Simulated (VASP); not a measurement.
# As (Fd-3m) in VASP: a series of runs, part 2 of 2

VASP 6.6.1. Earlier steps stand in the parts before.

## Step 4: Relaxation of cell and atoms, r2SCAN, target pressure 5 GPa, at which the enthalpy is minimised

This run uses another cell than the first one, of 27.96 Å³/atom.

File POSCAR:

```
As
1.0
    0.0000000000      3.0350000000      3.0350000000
    3.0350000000      0.0000000000      3.0350000000
    3.0350000000      3.0350000000      0.0000000000
As
2
Direct
    0.0000000000      0.0000000000      0.0000000000
    0.2500000000      0.2500000000      0.2500000000
```

File INCAR.step1:

```
SYSTEM = As
PREC = Accurate
ENCUT = 600
ISMEAR = 0
SIGMA = 0.1
LREAL = .False.
LASPH = .True.
NELM = 100
GGA = PE
ALGO = Normal
EDIFF = 1E-4
LWAVE = .True.
LCHARG = .False.
```

File INCAR.step2:

```
SYSTEM = As
PREC = Accurate
ENCUT = 600
EDIFF = 1E-7
ISMEAR = 0
SIGMA = 0.1
LREAL = .False.
LASPH = .True.
NELM = 100
ALGO = Normal
ISIF = 3
LWAVE = .False.
LCHARG = .False.
METAGGA = R2SCAN
LMIXTAU = .True.
IBRION = 2
NSW = 80
EDIFFG = -0.02
PSTRESS = 50.0
ISTART = 1
```

File KPOINTS:

```
regular mesh
0
Gamma
  7 7 7
  0 0 0
```

Potentials or basis: VASP PAW PBE potentials, release 64 (As).

Run with:

```console
$ cat potpaw_PBE.64/As/POTCAR > POTCAR
$ cp INCAR.step1 INCAR
$ mpirun -np 1 vasp_std > vasp.out
$ cp INCAR.step2 INCAR
$ mpirun -np 1 vasp_std > vasp.out
```

OUTCAR:

```text
SYSTEM = As
   PREC = Accurate
   ENCUT = 600
   EDIFF = 1E-7
   ISMEAR = 0
   LREAL = .False.
   LASPH = .True.
   NELM = 100
   ISIF = 3
   METAGGA = R2SCAN
   IBRION = 2
   NSW = 80
   EDIFFG = -0.02
   PSTRESS = 50.0
   ISTART = 1

 ion  position               nearest neighbor table
   1  0.000  0.000  0.000-   2 2.63   2 2.63   2 2.63   2 2.63
   2  0.250  0.250  0.250-   1 2.63   1 2.63   1 2.63   1 2.63

  LATTYP: Found a face centered cubic cell.
 ALAT       =     6.0700000000

  Lattice vectors:

 A1 = (   0.0000000000,   3.0350000000,   3.0350000000)
 A2 = (   3.0350000000,   0.0000000000,   3.0350000000)
 A3 = (   3.0350000000,   3.0350000000,   0.0000000000)

[... 178 lines left out ...]
  Direction    XX          YY          ZZ          XY          YZ          ZX
  --------------------------------------------------------------------------------------
  -------------------------------------------------------------------------------------
  Total        0.0764565      0.0764565      0.0764565      0.0000000      0.0000000     -0.0000000
  in kB        2.1908816      2.1908816      2.1908816      0.0000000      0.0000000     -0.0000000
  external PRESSURE =     -47.8091184 kB  Pullay stress =      50.0000000 kB
[... 63 lines left out ...]
--------------------------------------- Ionic step        3  -------------------------------------------

 number of electron      10.0000000 magnetization

 Free energy of the ion-electron system (eV)
  ---------------------------------------------------
  ext. energy  EPLUGINS =         0.00000000
  ---------------------------------------------------
  free energy    TOTEN  =       -28.48318170 eV

  energy without entropy =      -28.46856123  energy(sigma->0) =      -28.47587147

 E-fermi :   3.9648     XC(G=0):  -9.4298

 val. band max:        3.9547656542   @ k =  -0.4286   0.4286   0.0000
 cond. band min:       3.9912475547   @ k =  -0.4286   0.4286   0.1429
 fundamental gap:      0.0364819005
 Fermi energy:         3.9647654351

 k-point     1 :       0.0000    0.0000    0.0000
  band No.  band energies     occupation
      1     -11.3954      2.00000
      2      -1.8092      2.00000
      3       1.1967      2.00000
      4       1.1967      2.00000
      5       1.1967      2.00000
      6       4.2519      0.00005
      7       4.2519      0.00005
      8       4.2519      0.00005
      9       9.1254      0.00000
[... 259 lines left out ...]
  energy  without entropy=      -28.4685612318  energy(sigma->0) =      -28.47587147

  enthalpy is  TOTEN    =       -26.8733569075 eV   P V=        1.6098247955

 reached required accuracy - stopping structural energy minimisation
```

It took 3.3 min on 1 thread of Intel Xeon 8259CL, shared host; peak memory 0.23 GiB.

Results:

```yaml
Free_energy: -28.4832 eV
Relaxed_volume: 25.79 Å³/atom
Relaxed_cell: a = 4.178 Å, b = 4.178 Å, c = 4.178 Å, α = 60.00°, β = 60.00°, γ = 60.00°
Space_group_after_relaxing_to_0.1_Å: Fd-3m (No. 227)
Energy_change_on_relaxing_the_run_minimises_the_enthalpy: +33.2 meV/atom
Ionic_steps: 3
Pressure_after_relaxing: 5.0 GPa
Band_gap_on_the_k_mesh: zero (bands 5 and 6 overlap by 0.83 eV)
```

The path:
```
step  energy change (eV)  largest force (eV/Å)  pressure (GPa)  volume (Å³)
   1              0.0000                0.0000            0.22        55.91
   2              0.1540                0.0000            8.14        49.43
   3              0.0665                0.0000            4.99        51.58
```

Final structure:
```
As
1.0
     0.00000    2.95458    2.95458
     2.95458    0.00000    2.95458
     2.95458    2.95458    0.00000
As
2
Direct
  0.00000 0.00000 0.00000
  0.25000 0.25000 0.25000
```

Caveat: the cell is relaxed towards a set pressure, so the run minimises the enthalpy, not the energy; the PAW data sets were made with another functional, which shifts forces and pressure a little.

## Step 5: Relaxation of cell and atoms, r2SCAN, target pressure 10 GPa, at which the enthalpy is minimised

This run uses another cell than the first one, of 27.96 Å³/atom.

POSCAR is that of step 4.

File INCAR.step1:

```
  ALGO = Normal
  EDIFF = 1E-4
  ENCUT = 600
  GGA = PE
  ISMEAR = 0
  LASPH = True
  LCHARG = False
  LREAL = False
  LWAVE = True
  NELM = 80
  PREC = Accurate
  SIGMA = 0.1
```

File INCAR.step2:

```
  ALGO = Normal
  EDIFF = 1E-6
  EDIFFG = -0.02
  ENCUT = 600
  IBRION = 2
  ISIF = 3
  ISMEAR = 0
  ISTART = 1
  LASPH = True
  LCHARG = False
  LMIXTAU = True
  LREAL = False
  LWAVE = False
  METAGGA = R2SCAN
  NELM = 80
  NSW = 80
  PREC = Accurate
  PSTRESS = 100.0
  SIGMA = 0.1
```

File KPOINTS:

```
k-points
0
Gamma
  7 7 7
```

Run with:

```console
$ cat potpaw_PBE.64/As/POTCAR > POTCAR
$ cp INCAR.step1 INCAR
$ mpirun -np 1 vasp_std > vasp.out
$ cp INCAR.step2 INCAR
$ mpirun -np 1 vasp_std > vasp.out
```

It took 3.8 min on 1 thread of Intel Xeon 8259CL, shared host; peak memory 0.23 GiB.

Results (log left out):

* Free energy: -28.3334 eV
* Relaxed volume: 24.16 Å³/atom
* Relaxed cell: a = 4.089 Å, b = 4.089 Å, c = 4.089 Å, α = 60.00°, β = 60.00°, γ = 60.00°
* Space group after relaxing (to 0.1 Å): Fd-3m (No. 227)
* Energy change on relaxing (the run minimises the enthalpy): +108.1 meV/atom
* Ionic steps: 4
* Pressure after relaxing: 10.0 GPa
* Band gap on the k mesh: zero (bands 5 and 6 overlap by 0.96 eV)

The path:
| step | energy change (eV) | largest force (eV/Å) | pressure (GPa) | volume (Å³) |
| --- | --- | --- | --- | --- |
| 1 | 0.0000 | 0.0000 | 0.22 | 55.91 |
| 2 | 0.7101 | 0.0000 | 21.57 | 43.21 |
| 3 | 0.2075 | 0.0000 | 9.75 | 48.47 |
| 4 | 0.2163 | 0.0000 | 10.01 | 48.33 |

Final structure:
```
CELL_PARAMETERS angstrom
0.00000 2.89104 2.89104
2.89104 0.00000 2.89104
2.89104 2.89104 0.00000
ATOMIC_POSITIONS crystal
As 0.00000 0.00000 0.00000
As 0.25000 0.25000 0.25000
```

Levels at points of the mesh, in eV from the Fermi level:
| k point | band 3 | band 4 | band 5 | band 6 | band 7 | band 8 |
| --- | --- | --- | --- | --- | --- | --- |
| (0.00, 0.00, 0.00) | -2.93 | -2.93 | -2.93 | 0.22 | 0.22 | 0.22 |

Caveat: the cell is relaxed towards a set pressure, so the run minimises the enthalpy, not the energy; the PAW data sets were made with another functional, which shifts forces and pressure a little.

## Step 6: Relaxation of cell and atoms, r2SCAN, target pressure 20 GPa, at which the enthalpy is minimised

This run uses another cell than the first one, of 27.96 Å³/atom.

POSCAR is that of step 5.

File INCAR.step1:

```
SYSTEM = As
  ALGO = Normal
  EDIFF = 1E-4
  ENCUT = 600
  GGA = PE
  ISMEAR = 0
  LASPH = .TRUE.
  LCHARG = .FALSE.
  LREAL = .FALSE.
  LWAVE = .TRUE.
  NELM = 100
  PREC = Accurate
  SIGMA = 0.1
```

File INCAR.step2:

```
SYSTEM = As
  ALGO = Normal
  EDIFF = 1E-6
  EDIFFG = -0.02
  ENCUT = 600
  IBRION = 2
  ISIF = 3
  ISMEAR = 0
  ISTART = 1
  LASPH = .TRUE.
  LCHARG = .FALSE.
  LMIXTAU = .TRUE.
  LREAL = .FALSE.
  LWAVE = .FALSE.
  METAGGA = R2SCAN
  NELM = 100
  NSW = 80
  PREC = Accurate
  PSTRESS = 200.0
  SIGMA = 0.1
```

File KPOINTS:

```
k-points
0
G
  7 7 7
  0 0 0
```

Potentials or basis: VASP PAW PBE potentials, release 64 (As).

Run with:

```console
$ cat potpaw_PBE.64/As/POTCAR > POTCAR
$ cp INCAR.step1 INCAR
$ mpirun -np 1 vasp_std > vasp.out
$ cp INCAR.step2 INCAR
$ mpirun -np 1 vasp_std > vasp.out
```

Wall time 3.4 min (1 thread of Intel Xeon 8259CL, shared host); peak memory 0.23 GiB.

It converged, with:

| Item | Value |
| --- | --- |
| Free energy | -27.9296 eV |
| Relaxed volume | 21.95 Å³/atom |
| Relaxed cell | a = 3.960 Å, b = 3.960 Å, c = 3.960 Å, α = 60.00°, β = 60.00°, γ = 60.00° |
| Space group after relaxing (to 0.1 Å) | Fd-3m (No. 227) |
| Energy change on relaxing (the run minimises the enthalpy) | +310.0 meV/atom |
| Ionic steps | 4 |
| Pressure after relaxing | 19.9 GPa |
| Band gap on the k mesh | zero (bands 5 and 6 overlap by 1.17 eV) |

Step by step:
```csv
step,energy change (eV),largest force (eV/Å),pressure (GPa),volume (Å³)
1,0.0000,0.0000,0.22,55.91
2,3.5066,0.0000,71.60,32.38
3,0.5821,0.0000,19.07,44.22
4,0.6200,0.0000,19.87,43.91
```

Final structure:
```
As
1.0
     0.00000    2.80008    2.80008
     2.80008    0.00000    2.80008
     2.80008    2.80008    0.00000
As
2
Direct
  0.00000 0.00000 0.00000
  0.25000 0.25000 0.25000
```

Levels at points of the mesh, in eV from the Fermi level:
```csv
k point,band 1,band 2,band 3,band 4,band 5,band 6,band 7,band 8,band 9
"(0.00, 0.00, 0.00)",-16.72,-4.56,-3.13,-3.13,-3.13,0.14,0.14,0.14,5.43
```

Caveat: the cell is relaxed towards a set pressure, so the run minimises the enthalpy, not the energy; the volume moved by over 15 % at a fixed basis, so the end points are rough; the PAW data sets were made with another functional, which shifts forces and pressure a little.

## Step 7: Overview

```csv
task,cell,cutoff (eV),gap on the mesh (eV),pressure (GPa)
single point,"a = 4.299 Å, angles 60.0°, 2 atoms",520,none,0.0
relaxation of cell and atoms,"relaxed from a = 4.292 Å, angles 60.0°, 2 atoms",600,none,-0.1
relaxation of cell and atoms,"relaxed to 5 GPa from a = 4.292 Å, angles 60.0°, 2 atoms",600,none,5.0
relaxation of cell and atoms,"relaxed to 10 GPa from a = 4.292 Å, angles 60.0°, 2 atoms",600,none,10.0
relaxation of cell and atoms,"relaxed to 20 GPa from a = 4.292 Å, angles 60.0°, 2 atoms",600,none,19.9
```

Alike in all rows: level r2SCAN; potentials or basis VASP PAW PBE potentials, release 64 (As); no spin polarisation; k mesh 7 × 7 × 7; smearing gaussian 0.1 eV.

Caveats: the PAW data sets were made with another functional, which shifts forces and pressure a little; the cell is relaxed towards a set pressure, so the run minimises the enthalpy, not the energy (at least some runs); the volume moved by over 15 % at a fixed basis, so the end points are rough (at least some runs).

Total energies depend on the potentials used, so only differences within one code and one set of settings carry meaning.
